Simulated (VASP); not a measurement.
# Al2O3 (P-6m2) in VASP: a series of runs, part 3 of 3

VASP 6.6.1. The steps go on from the part before.

## 6. Single point, LDA

This run uses another cell than the first one, of the same volume but with other edges.

File INCAR:

```
SYSTEM = Al2O3
PREC = Accurate
ENCUT = 520
EDIFF = 1E-6
ISMEAR = 0
SIGMA = 0.05
LREAL = .False.
LASPH = .True.
NELM = 60
ALGO = Normal
ISIF = 2
LWAVE = .False.
LCHARG = .False.
NBANDS = 20
```

File KPOINTS:

```
regular mesh
0
Gamma
  12 12 4
  0 0 0
```

File POSCAR:

```
Al2O3
1.0
    3.0572590148      0.0000000000      0.0000000000
   -1.5286295074      2.6476639727      0.0000000000
    0.0000000000      0.0000000000      8.0489241023
Al O
2 3
Direct
    0.0000000000      0.0000000000      0.1469612859
    0.0000000000      0.0000000000      0.8530387141
    0.3333333333      0.6666666667      0.2184227737
    0.6666666667      0.3333333333      0.0000000000
    0.3333333333      0.6666666667      0.7815772263
```

Potentials or basis: VASP PAW LDA potentials, release 64 (Al, O).

Started as:

```bash
cat potpaw_LDA.64/Al/POTCAR potpaw_LDA.64/O/POTCAR > POTCAR
mpirun -np 1 vasp_std > vasp.out
```

OUTCAR:

```text
SYSTEM = Al2O3
   PREC = Accurate
   ENCUT = 520
   EDIFF = 1E-6
   ISMEAR = 0
   LREAL = .False.
   LASPH = .True.
   NELM = 60
   ISIF = 2

 ion  position               nearest neighbor table
   1  0.000  0.000  0.147-   3 1.86   3 1.86   3 1.86   4 2.12   4 2.12   4 2.12   2 2.37
   2  0.000  0.000  0.853-   5 1.86   5 1.86   5 1.86   4 2.12   4 2.12   4 2.12   1 2.37
   3  0.333  0.667  0.218-   1 1.86   1 1.86   1 1.86
   4  0.667  0.333  0.000-   1 2.12   2 2.12   1 2.12   2 2.12   1 2.12   2 2.12
   5  0.333  0.667  0.782-   2 1.86   2 1.86   2 1.86

  LATTYP: Found a hexagonal cell.
 ALAT       =     3.0572590148
 C/A-ratio  =     2.6327256092

  Lattice vectors:

 A1 = (   3.0572590148,   0.0000000000,   0.0000000000)
 A2 = (  -1.5286295074,   2.6476639727,   0.0000000000)
 A3 = (   0.0000000000,   0.0000000000,   8.0489241023)

Analysis of symmetry for initial positions (statically):
=====================================================================
 Subroutine PRICEL returns:
 Original cell was already a primitive cell.

 Routine SETGRP: Setting up the symmetry group for a
 hexagonal supercell.

 Subroutine GETGRP returns: Found 12 space group operations
 (whereof 12 operations were pure point group operations)
 out of a pool of 24 trial point group operations.

The static configuration has the point symmetry D_3h.

Analysis of symmetry for dynamics (positions and initial velocities):
=====================================================================
 Subroutine PRICEL returns:
 Original cell was already a primitive cell.

 Routine SETGRP: Setting up the symmetry group for a
 hexagonal supercell.

 Subroutine GETGRP returns: Found 12 space group operations
 (whereof 12 operations were pure point group operations)
 out of a pool of 24 trial point group operations.

The dynamic configuration has the point symmetry D_3h.
[... 123 lines left out ...]
   IMIX   =      4    mixing-type and parameters
     AMIX     =   0.40;   BMIX     =  1.00
     AMIX_MAG =   1.60;   BMIX_MAG =  1.00
  volume/ion in A,a.u.               =      13.03        87.93
  Fermi-wavevector in a.u.,A,eV,Ry     =   1.173548  2.217685 18.738153  1.377215
  Thomas-Fermi vector in A             =   2.309959
   LORBIT       =      0    0 simple, 1 ext, 2 COOP (PROOUT), +10 PAW based schemes
   GGA     = CA    functional components
   LHFCALC =     F    Hartree Fock is set to
   AEXX    =    0.0000 exact exchange contribution
   IVDW    =     0    specifies the selected vdW correction
   LEPSILON=     F    determine dielectric tensor
   LRPA    =     F    only Hartree local field effects (RPA)
 non-spin polarized calculation
 Gauss-broadening in eV      SIGMA  =   0.05
  energy-cutoff  :      520.00
  volume of cell :       65.15
 maximum number of plane-waves:      1778
 NGX is ok and might be reduce to    24

 number of electron      23.9999998 magnetization

 Free energy of the ion-electron system (eV)
  ---------------------------------------------------
  ext. energy  EPLUGINS =         0.00000000
  ---------------------------------------------------
  free energy    TOTEN  =       -38.64306946 eV

  energy without entropy =      -38.64306946  energy(sigma->0) =      -38.64306946

 E-fermi :   1.8250     XC(G=0):  -9.2688

 val. band max:        1.6182394050   @ k =   0.3333   0.3333   0.5000
 cond. band min:       4.3287701365   @ k =   0.0000   0.0000   0.0000
 fundamental gap:      2.7105307315
 Fermi energy:         1.8249690175

 k-point     1 :       0.0000    0.0000    0.0000
  band No.  band energies     occupation
      1     -17.7507      2.00000
      2     -15.5642      2.00000
      3     -14.3397      2.00000
      4      -2.9913      2.00000
      5      -1.4487      2.00000
      6      -1.4487      2.00000
[... 541 lines left out ...]
     19      14.1061      0.00000
     20      14.4613      0.00000

 [... further k-points ...]

------------------------ aborting loop because EDIFF is reached ----------------------------------------

  FORCE on cell =-STRESS in cart. coord.  units (eV):
  Direction    XX          YY          ZZ          XY          YZ          ZX
  --------------------------------------------------------------------------------------
  -------------------------------------------------------------------------------------
  Total       -9.9385481     -9.9385481      9.7386971      0.0000000      0.0000000      0.0000000
  in kB     -244.3996577   -244.3996577    239.4851055      0.0000000      0.0000000      0.0000000
  external PRESSURE =     -83.1047366 kB  Pullay stress =       0.0000000 kB

 VOLUME and BASIS-vectors are now :
 -----------------------------------------------------------------------------
  energy-cutoff  :      520.00
  volume of cell :       65.15
      direct lattice vectors                 reciprocal lattice vectors
     3.057259015  0.000000000  0.000000000     0.327090376  0.188845717  0.000000000
    -1.528629507  2.647663973  0.000000000     0.000000000  0.377691433  0.000000000
     0.000000000  0.000000000  8.048924102     0.000000000  0.000000000  0.124240207

 POSITION                                       TOTAL-FORCE (eV/Angst)
 -----------------------------------------------------------------------------------
      0.00000      0.00000      1.18288        -0.000000     -0.000000      3.739771
      0.00000      0.00000      6.86604        -0.000000     -0.000000     -3.739771
     -0.00000      1.76511      1.75807         0.000000     -0.000000      0.291261
      1.52863      0.88255      0.00000         0.000000      0.000000     -0.000000
     -0.00000      1.76511      6.29086         0.000000      0.000000     -0.291261
 -----------------------------------------------------------------------------------
    total drift:                               -0.000000      0.000000      0.000000

  FREE ENERGIE OF THE ION-ELECTRON SYSTEM (eV)
  ---------------------------------------------------
  free  energy   TOTEN  =       -38.6430694597 eV

  energy  without entropy=      -38.6430694597  energy(sigma->0) =      -38.64306946
```

stdout:

```text
POSCAR found type information on POSCAR AlO
 POSCAR found :  2 types and       5 ions
 scaLAPACK will be used
 LDA part: xc-table for (Slater(with rela. corr.)+CA(PZ))
 , standard interpolation
 POSCAR, INCAR and KPOINTS ok, starting setup
 FFT: planning ... GRIDC
 FFT: planning ... GRID_SOFT
 FFT: planning ... GRID
 WAVECAR not read
 entering main loop
```

Run time: 80 s. Hardware: 1 thread of Intel Xeon 8259CL, shared host; peak memory 0.18 GiB.

What came out:

| Item | Value |
| --- | --- |
| Free energy | -38.6431 eV |
| Pressure | -8.3 GPa |
| Largest force | 3.740 eV/Å |
| Band gap on the k mesh | 2.71 eV (least direct gap 3.07 eV) |

Forces in eV/Å, atoms in the order of the input:
```
Al   0.000  0.000  3.740
Al   0.000  0.000 -3.740
O    0.000  0.000  0.291
O    0.000  0.000  0.000
O    0.000  0.000 -0.291
```

Caveat: the cell stands under tension; forces of over 1 eV/Å act on the atoms, so gaps and moduli don't describe the material at rest. A k mesh can miss the band edges.

## 7. Single point, LDA

This run uses another cell than the first one, of the same volume but with other edges.

File INCAR:

```
SYSTEM = Al2O3
ALGO     = Normal         ! electronic algorithm
EDIFF    = 1E-7           ! SCF threshold, eV
ENCUT    = 520            ! plane-wave cutoff, eV
GGA      = CA             ! functional
ISIF     = 2              ! what is computed and relaxed
ISMEAR   = 0              ! smearing method
LASPH    = .TRUE.         ! aspherical terms in the spheres
LCHARG   = .FALSE.        ! write CHGCAR
LREAL    = .FALSE.        ! projectors in reciprocal space
LWAVE    = .FALSE.        ! write WAVECAR
NBANDS   = 20             ! bands
NELM     = 60             ! most SCF steps
PREC     = Accurate       ! precision mode
SIGMA    = 0.05           ! smearing width, eV
```

File KPOINTS:

```
k-points
0
G
  12 12 4
  0 0 0
```

Changes to POSCAR since step 6:

```diff
@@ -2,5 +2,5 @@
 1.0
-    3.0572590148      0.0000000000      0.0000000000
-   -1.5286295074      2.6476639727      0.0000000000
-    0.0000000000      0.0000000000      8.0489241023
+    2.6004456369      0.0000000000      0.0000000000
+   -1.3002228185      2.2520519827      0.0000000000
+    0.0000000000      0.0000000000     11.1251722136
 Al O
```

Started as:

```bash
cat potpaw_LDA.64/Al/POTCAR potpaw_LDA.64/O/POTCAR > POTCAR
mpirun -np 1 vasp_std > vasp.out
```

Run time: 2 min. Hardware: 1 thread of Intel Xeon 8259CL, shared host; peak memory 0.18 GiB.

The run converged. Its results:

- Free energy: -37.5131 eV
- Pressure: 18.5 GPa
- Largest force: 3.736 eV/Å
- Band gap on the k mesh: 3.54 eV

Forces in eV/Å, atoms in the order of the input:
```
Al   0.000  0.000 -3.736
Al   0.000  0.000  3.736
O    0.000  0.000 -0.136
O    0.000  0.000  0.000
O    0.000  0.000  0.136
```

Stress tensor (GPa, compression positive):
```
 43.61   0.00   0.00
  0.00  43.61   0.00
  0.00   0.00 -31.84
```

Levels at points of the mesh, in eV from the valence-band top:
```
           k point  band 8  band 9  band 10  band 11  band 12  band 13  band 14  band 15  band 16  band 17
(0.00, 0.00, 0.00)   -2.75   -2.74    -2.74     0.00     0.00     3.54     6.72     6.84     9.29     9.71
(0.50, 0.00, 0.00)   -3.75   -3.71    -3.20    -3.14    -1.11     5.37     5.99     7.86     9.33    10.55
(0.00, 0.00, 0.50)   -2.75   -2.74    -2.74     0.00     0.00     3.60     6.09     7.79     8.64    10.09
(0.50, 0.00, 0.50)   -3.75   -3.71    -3.20    -3.14    -1.11     5.37     5.98     7.85     9.34    10.58
```

Caveat: the cell stands under pressure; forces of over 1 eV/Å act on the atoms, so gaps and moduli don't describe the material at rest. A k mesh can miss the band edges.

## 8. The runs side by side

| cell | gap on the mesh (eV) | pressure (GPa) | largest force (eV/Å) |
| --- | --- | --- | --- |
| a = 2.918, b = 2.918, c = 8.835 Å, angles 90.0, 90.0, 120.0°, 5 atoms | 4.26 | -3.3 | 1.33 |
| a = 2.749, b = 2.749, c = 9.953 Å, angles 90.0, 90.0, 120.0°, 5 atoms | 5.63 | 6.2 | 1.48 |
| a = 2.877, b = 2.877, c = 9.089 Å, angles 90.0, 90.0, 120.0°, 5 atoms | 4.73 | -1.4 | 0.64 |
| a = 2.792, b = 2.792, c = 9.649 Å, angles 90.0, 90.0, 120.0°, 5 atoms | 5.61 | 3.4 | 0.77 |
| a = 3.057, b = 3.057, c = 8.049 Å, angles 90.0, 90.0, 120.0°, 5 atoms | 2.71 | -8.3 | 3.74 |
| a = 2.600, b = 2.600, c = 11.125 Å, angles 90.0, 90.0, 120.0°, 5 atoms | 3.54 | 18.5 | 3.74 |

Alike in all rows: task single point; level LDA; potentials or basis VASP PAW LDA potentials, release 64 (Al, O); no spin polarisation; k mesh 12 × 12 × 4; cutoff (eV) 520; smearing gaussian 0.05 eV.

Caveats: forces of over 1 eV/Å act on the atoms, so gaps and moduli don't describe the material at rest (at least some runs); the cell stands under pressure (at least some runs); the cell stands under tension (at least some runs).

Total energies depend on the potentials used, so only differences within one code and one set of settings carry meaning.
